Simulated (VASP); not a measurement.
# MnO (Fm-3m) in VASP: a series of runs

The runs below take MnO through single point, with B3LYP5, LDA.

Everything below comes from runs of VASP 6.6.1. Logs are shortened: lines on timing, memory, paths and dates and some standing lists are left out, and cuts for length are marked.

### Step 1. The cell of the first run

The structure is cubic, space group Fm-3m (No. 225). The conventional cell has a = 4.357 Å, b = 4.357 Å, c = 4.357 Å, α = 90.00°, β = 90.00°, γ = 90.00°. Mn (site symmetry m-3m) has 6 O at 2.18 Å within 2.9 Å. O (site symmetry m-3m) has 6 Mn at 2.18 Å within 2.9 Å.

### Step 2. Single point, B3LYP5, collinear spin, ferromagnetic start

Input file POSCAR:

```
MnO
1.0
    0.0000000000      2.1785090927      2.1785090927
    2.1785090927      0.0000000000      2.1785090927
    2.1785090927      2.1785090927      0.0000000000
Mn O
1 1
Direct
    0.0000000000      0.0000000000      0.0000000000
    0.5000000000      0.5000000000      0.5000000000
```

Input file INCAR.step1:

```
  PREC = Accurate
  ENCUT = 520
  EDIFF = 1E-5
  ISMEAR = -1
  SIGMA = 0.05
  LREAL = False
  LASPH = True
  NELM = 150
  ALGO = Normal
  ISIF = 2
  LWAVE = True
  ISPIN = 2
  MAGMOM = 4 0
  LORBIT = 11
  LMAXMIX = 4
  GGA = PE
  NBANDS = 20
```

Input file INCAR.step2:

```
  PREC = Accurate
  ENCUT = 520
  EDIFF = 1E-7
  ISMEAR = -1
  SIGMA = 0.05
  LREAL = False
  LASPH = True
  NELM = 150
  ALGO = Normal
  ISIF = 2
  LWAVE = False
  LCHARG = True
  ISPIN = 2
  MAGMOM = 4 0
  LORBIT = 11
  LMAXMIX = 4
  GGA = B5
  LHFCALC = True
  AEXX = 0.2
  AGGAX = 0.72
  AGGAC = 0.81
  ALDAC = 0.19
  PRECFOCK = Normal
  LELF = True
  LVHAR = True
  ISTART = 1
  NBANDS = 20
```

Input file KPOINTS:

```
Automatic mesh
0
Gamma
  5 5 5
```

Potentials or basis: VASP PAW PBE potentials, release 64 (Mn_pv, O).

Command:

```sh
$ cat potpaw_PBE.64/Mn_pv/POTCAR potpaw_PBE.64/O/POTCAR > POTCAR
$ cp INCAR.step1 INCAR
$ mpirun -np 1 vasp_std > vasp.out
$ cp INCAR.step2 INCAR
$ mpirun -np 1 vasp_std > vasp.out
```

OUTCAR:

```text
PREC = Accurate
   ENCUT = 520
   EDIFF = 1E-7
   ISMEAR = -1
   LREAL = False
   LASPH = True
   NELM = 150
   ISIF = 2
   ISPIN = 2
   LORBIT = 11
   GGA = B5
   LHFCALC = True
   AEXX = 0.2
   PRECFOCK = Normal
   ISTART = 1

 ion  position               nearest neighbor table
   1  0.000  0.000  0.000-   2 2.18   2 2.18   2 2.18   2 2.18   2 2.18   2 2.18
   2  0.500  0.500  0.500-   1 2.18   1 2.18   1 2.18   1 2.18   1 2.18   1 2.18

  LATTYP: Found a face centered cubic cell.
 ALAT       =     4.3570181854

  Lattice vectors:

 A1 = (   0.0000000000,   2.1785090927,   2.1785090927)
 A2 = (   2.1785090927,   0.0000000000,   2.1785090927)
 A3 = (   2.1785090927,   2.1785090927,   0.0000000000)

Analysis of symmetry for initial positions (statically):
=====================================================================
 Subroutine PRICEL returns:
 Original cell was already a primitive cell.

 Routine SETGRP: Setting up the symmetry group for a
 face centered cubic supercell.

 Subroutine GETGRP returns: Found 48 space group operations
 (whereof 48 operations were pure point group operations)
 out of a pool of 48 trial point group operations.

The static configuration has the point symmetry O_h .

Analysis of symmetry for dynamics (positions and initial velocities):
=====================================================================
 Subroutine PRICEL returns:
 Original cell was already a primitive cell.

 Routine SETGRP: Setting up the symmetry group for a
 face centered cubic supercell.

 Subroutine GETGRP returns: Found 48 space group operations
 (whereof 48 operations were pure point group operations)
 out of a pool of 48 trial point group operations.

The dynamic configuration has the point symmetry O_h .

Analysis of structural, dynamic, and magnetic symmetry:
=====================================================================
 Subroutine PRICEL returns:
 Original cell was already a primitive cell.

 Routine SETGRP: Setting up the symmetry group for a
 face centered cubic supercell.

 Subroutine GETGRP returns: Found 48 space group operations
 (whereof 48 operations were pure point group operations)
 out of a pool of 48 trial point group operations.

The overall configuration has the point symmetry O_h .

 Subroutine INISYM returns: Found 48 space group operations
 (whereof 48 operations are pure point group operations),
 and found     1 'primitive' translations

----------------------------------------------------------------------------------------

                                     Primitive cell

  volume of cell :      20.6780

  direct lattice vectors                    reciprocal lattice vectors
     0.000000000  2.178509093  2.178509093    -0.229514764  0.229514764  0.229514764
     2.178509093  0.000000000  2.178509093     0.229514764 -0.229514764  0.229514764
     2.178509093  2.178509093  0.000000000     0.229514764  0.229514764 -0.229514764

  length of vectors
     3.080877105  3.080877105  3.080877105     0.397531232  0.397531232  0.397531232

  position of ions in fractional coordinates (direct lattice)
     0.000000000  0.000000000  0.000000000
     0.500000000  0.500000000  0.500000000

  ion indices of the primitive-cell ions
   primitive index   ion index
                 1           1
                 2           2

----------------------------------------------------------------------------------------

 KPOINTS: Automatic mesh

Automatic generation of k-mesh.
 Grid dimensions read from file:
 generate k-points for:    5    5    5

 Generating k-lattice:

  Cartesian coordinates                     Fractional coordinates (reciprocal lattice)
    -0.045902953  0.045902953  0.045902953     0.200000000  0.000000000  0.000000000
     0.045902953 -0.045902953  0.045902953     0.000000000  0.200000000  0.000000000
     0.045902953  0.045902953 -0.045902953     0.000000000  0.000000000  0.200000000

  Length of vectors
     0.079506246  0.079506246  0.079506246

  Shift w.r.t. Gamma in fractional coordinates (k-lattice)
     0.000000000  0.000000000  0.000000000

 Subroutine IBZKPT returns following result:
 ===========================================

 Found     10 irreducible k-points:

 Following reciprocal coordinates:
            Coordinates               Weight
  0.000000  0.000000  0.000000      1.000000
  0.200000  0.000000  0.000000      8.000000
  0.400000  0.000000  0.000000      8.000000
  0.200000  0.200000  0.000000      6.000000
  0.400000  0.200000  0.000000     24.000000
 -0.400000  0.200000  0.000000     24.000000
 -0.200000  0.200000  0.000000     12.000000
  0.400000  0.400000  0.000000      6.000000
 -0.400000  0.400000  0.000000     12.000000
 -0.400000  0.400000  0.200000     24.000000
   k-points           NKPTS =     10   k-points in BZ     NKDIM =    125   number of bands    NBANDS=     20
   number of dos      NEDOS =    301   number of ions     NIONS =      2
   total plane-waves  NPLWV =  13824
   dimension x,y,z NGX =    24 NGY =   24 NGZ =   24
   dimension x,y,z NGXF=    48 NGYF=   48 NGZF=   48
   ions per type =               1   1
   NGX,Y,Z   is equivalent  to a cutoff of  12.95, 12.95, 12.95 a.u.
   NGXF,Y,Z  is equivalent  to a cutoff of  25.90, 25.90, 25.90 a.u.
 SYSTEM =  unknown system
   PREC   = accura    normal or accurate (medium, high low for compatibility)
   ISTART =      1    job   : 0-new  1-cont  2-samecut
   ICHARG =      0    charge: 1-file 2-atom 10-const
   ISPIN  =      2    spin polarized calculation?
   LNONCOLLINEAR =      F non collinear calculations
   LSORBIT =      F    spin-orbit coupling
   LASPH  =      T    aspherical Exc in radial PAW
   ENCUT  =  520.0 eV  38.22 Ry    6.18 a.u.   5.73  5.73  5.73*2*pi/ulx,y,z
   NELM   =    150;   NELMIN=  2; NELMDL=  0     # of ELM steps
   EDIFF  = 0.1E-06   stopping-criterion for ELM
   LREAL  =      F    real-space projection
   EDIFFG = 0.1E-05   stopping-criterion for IOM
   NSW    =      0    number of steps for IOM
   IBRION =     -1    ionic relax: 0-MD 1-quasi-New 2-CG
   NFREE  =      0    steps in history (QN), initial steepest desc. (CG)
   ISIF   =      2    stress and relaxation
   ISYM   =      3    0-nonsym 1-usesym 2-fastsym
   POTIM  = 0.5000    time-step for ionic-motion
   TEBEG  =    0.0;   TEEND  =   0.0 temperature during run
   PSTRESS=    0.0 pullay stress
   NELECT =      19.0000    total number of electrons
   NUPDOWN=      -1.0000    fix difference up-down
   EMIN   =  10.00;   EMAX   =-10.00  energy-range for DOS
   EFERMI =   0.00;   METHOD = LEGACY
   ISMEAR =    -1;   SIGMA  =   0.05  broadening in eV -4-tet -1-fermi 0-gaus
   EFERMI_NEDOS =   21; number of points for ismear=-14 and -15
   IALGO  =     38    algorithm
   IMIX   =      1    mixing-type and parameters
     AMIX     =   0.40;   BMIX     =  1.00
     AMIX_MAG =   1.60;   BMIX_MAG =  1.00
  volume/ion in A,a.u.               =      10.34        69.77
  Fermi-wavevector in a.u.,A,eV,Ry     =   1.591561  3.007614 34.464466  2.533067
  Thomas-Fermi vector in A             =   2.690082
   LORBIT       =     11    0 simple, 1 ext, 2 COOP (PROOUT), +10 PAW based schemes
   GGA     = B5    functional components
   LHFCALC =     T    Hartree Fock is set to
   PRECFOCK=normal    Normal, Fast or Accurate (Low or Medium for compatibility)
   ENCUT4O =  -1.0   cutoff for four orbital integrals eV
   NKREDX  =     1    reduce k-point grid by
   NKREDY  =     1    reduce k-point grid by
   NKREDZ  =     1    reduce k-point grid by
   AEXX    =    0.2000 exact exchange contribution
   HFSCREEN=    0.0000 screening length (either q_TF or 0.3 A-1)
   HFSCREENC=   0.0000 screening length for correlation (either q_TF or 0.3 A-1)
   ENCUTFOCK=  -1.0 apply spherical cutoff to Coloumb kernel
   IVDW    =     0    specifies the selected vdW correction
   LEPSILON=     F    determine dielectric tensor
   LRPA    =     F    only Hartree local field effects (RPA)
 spin polarized calculation
  energy-cutoff  :      520.00
  volume of cell :       20.68
 maximum number of plane-waves:       565
  NGX = 18; NGY = 18; NGZ = 18

 number of electron      19.0000008 magnetization       4.9992931

 Free energy of the ion-electron system (eV)
  ---------------------------------------------------
  ext. energy  EPLUGINS =         0.00000000
  ---------------------------------------------------
  free energy    TOTEN  =       -22.57614936 eV

  energy without entropy =      -22.57614936  energy(sigma->0) =      -22.57614936

 E-fermi :   8.0890     XC(G=0):  -9.6496

 val. band max:        7.1360538745   @ k =   0.4000   0.0000   0.0000
 cond. band min:       8.9775681181   @ k =   0.4000   0.4000   0.0000
 fundamental gap:      1.8415142437
 Fermi energy:         8.0889914961

 spin component 1

 k-point     1 :       0.0000    0.0000    0.0000
  band No.  band energies     occupation
      1     -45.6642      1.00000
      2     -45.6642      1.00000
      3     -45.6642      1.00000
      4     -14.5189      1.00000
      5       3.3017      1.00000
      6       3.3017      1.00000
[... 12 lines left out ...]
     19      30.8934      0.00000
[... 190 lines left out ...]
      3     -45.6902      1.00000
      4     -13.3863      1.00000
      5      -0.3353      1.00000
      6       0.6424      1.00000
[... 12 lines left out ...]
     19      37.1711      0.00000
     20      37.3961      0.00000
 Fermi energy:         8.0889914961

 spin component 2

 k-point     1 :       0.0000    0.0000    0.0000
  band No.  band energies     occupation
      1     -39.4628      1.00000
      2     -39.4628      1.00000
      3     -39.4628      1.00000
      4     -13.8778      1.00000
      5       4.0985      1.00000
      6       4.0985      1.00000
[... 12 lines left out ...]
     19      32.7860      0.00000
[... 191 lines left out ...]
      4     -12.6816      1.00000
      5       0.7480      1.00000
      6       1.8588      1.00000
[... 12 lines left out ...]
     19      37.7222      0.00000
     20      38.5353      0.00000

------------------------ aborting loop because EDIFF is reached ----------------------------------------

  FORCE on cell =-STRESS in cart. coord.  units (eV):
  Direction    XX          YY          ZZ          XY          YZ          ZX
  --------------------------------------------------------------------------------------
  -------------------------------------------------------------------------------------
  Total        2.4039482      2.4039482      2.4039482      0.0000000      0.0000000     -0.0000000
  in kB      186.2634121    186.2634121    186.2634121      0.0000000      0.0000000     -0.0000000
  external PRESSURE =     186.2634121 kB  Pullay stress =       0.0000000 kB

 VOLUME and BASIS-vectors are now :
 -----------------------------------------------------------------------------
  energy-cutoff  :      520.00
  volume of cell :       20.68
      direct lattice vectors                 reciprocal lattice vectors
     0.000000000  2.178509093  2.178509093    -0.229514764  0.229514764  0.229514764
     2.178509093  0.000000000  2.178509093     0.229514764 -0.229514764  0.229514764
     2.178509093  2.178509093  0.000000000     0.229514764  0.229514764 -0.229514764

 POSITION                                       TOTAL-FORCE (eV/Angst)
 -----------------------------------------------------------------------------------
      0.00000      0.00000      0.00000         0.000000     -0.000000      0.000000
      2.17851      2.17851      2.17851        -0.000000      0.000000     -0.000000
 -----------------------------------------------------------------------------------
    total drift:                               -0.000000     -0.000000      0.000000

  FREE ENERGIE OF THE ION-ELECTRON SYSTEM (eV)
  ---------------------------------------------------
  free  energy   TOTEN  =       -22.5761493584 eV

  energy  without entropy=      -22.5761493566  energy(sigma->0) =      -22.57614936

 total charge

# of ion       s       p       d       tot
------------------------------------------
    1        0.210   6.201   5.010  11.420
    2        1.550   3.525   0.000   5.075
--------------------------------------------------
tot          1.761   9.726   5.010  16.496

 magnetization (x)

# of ion       s       p       d       tot
------------------------------------------
    1        0.020   0.014   4.508   4.542
    2        0.030   0.226   0.000   0.256
--------------------------------------------------
tot          0.050   0.240   4.508   4.798
```

Run time: 41 min. Hardware: 1 thread of AMD EPYC 7R43 (Zen 3), shared host; peak memory 0.12 GiB.

What came out:

```
Free energy                                           : -22.5761 eV
Pressure                                              : 18.6 GPa
Band gap on the k mesh                                : 1.84 eV (least direct gap 3.98 eV)
Net moment                                            : 5.00 μB per cell
Site moments                                          : Mn +4.54; O +0.26 μB
Valence electrons inside the program's atomic spheres : Mn 11.42; O 5.08
```

Levels at points of the mesh, in eV from the valence-band top:
Spin up:
| k point | band 10 | band 11 | band 12 | band 13 | band 14 | band 15 |
| --- | --- | --- | --- | --- | --- | --- |
| (0.00, 0.00, 0.00) | -3.79 | -3.41 | -3.41 | 2.25 | 17.11 | 19.58 |
Spin down:
```
           k point  band 4  band 5  band 6  band 7  band 8  band 9  band 10  band 11
(0.00, 0.00, 0.00)  -21.01   -3.04   -3.04   -3.04    3.44    3.74     3.74     3.74
```

Caveat: the k points lie up to 0.50 Å⁻¹ apart; the PAW data sets were made with another functional, which shifts forces and pressure a little; an odd mesh through Γ misses points on the zone boundary, where band edges can lie; a cell with one magnetic atom can't hold antiferromagnetic order, which such compounds often take.

(Part 1 of 2 ends here.)

The gap in the log of VASP goes by the Fermi energy; the results here count the filled bands.